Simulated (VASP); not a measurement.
Here is a VASP 6.6.1 calculation.

INCAR

```
SYSTEM = Zr2SeS2
PREC = Accurate ; ENCUT = 520
EDIFF = 1E-6 ; ISMEAR = 0
SIGMA = 0.1 ; LREAL = .False.
LASPH = .True. ; NELM = 80
ALGO = Normal ; ISIF = 2
LWAVE = .False. ; LCHARG = .False.
GGA = PE ; NBANDS = 29
```

The input KPOINTS:

```
regular mesh
0
Gamma
  6 6 2
  0 0 0
```

POSCAR

```
Zr2SeS2
1.0
    3.5880607993      0.0000000000      0.0000000000
   -1.7940303996      3.1073518025      0.0000000000
    0.0000000000      0.0000000000     10.5522929702
Zr Se S
2 1 2
Direct
    0.0000000000      0.0000000000      0.1828638265
    0.0000000000      0.0000000000      0.8171361735
    0.3333333333      0.6666666667      0.0000000000
    0.3333333333      0.6666666667      0.3208433706
    0.3333333333      0.6666666667      0.6791566294
```

Potentials or basis: VASP PAW PBE potentials, release 64 (Zr_sv, Se, S).

Launch:

```bash
$ cat potpaw_PBE.64/Zr_sv/POTCAR potpaw_PBE.64/Se/POTCAR potpaw_PBE.64/S/POTCAR > POTCAR
$ mpirun -np 1 vasp_std > vasp.out
```

(1) Predict the band gap on the k mesh.

(2) What does it give for the largest force?

(3) Estimate the pressure.

Results:

(1) zero (bands 21 and 22 overlap by 0.97 eV).

(2) 0.013 eV/Å.

(3) 0.0 GPa.

Caveat: this functional lacks dispersion, which binds the layers, so the pressure and a relaxed spacing across them are unreliable.
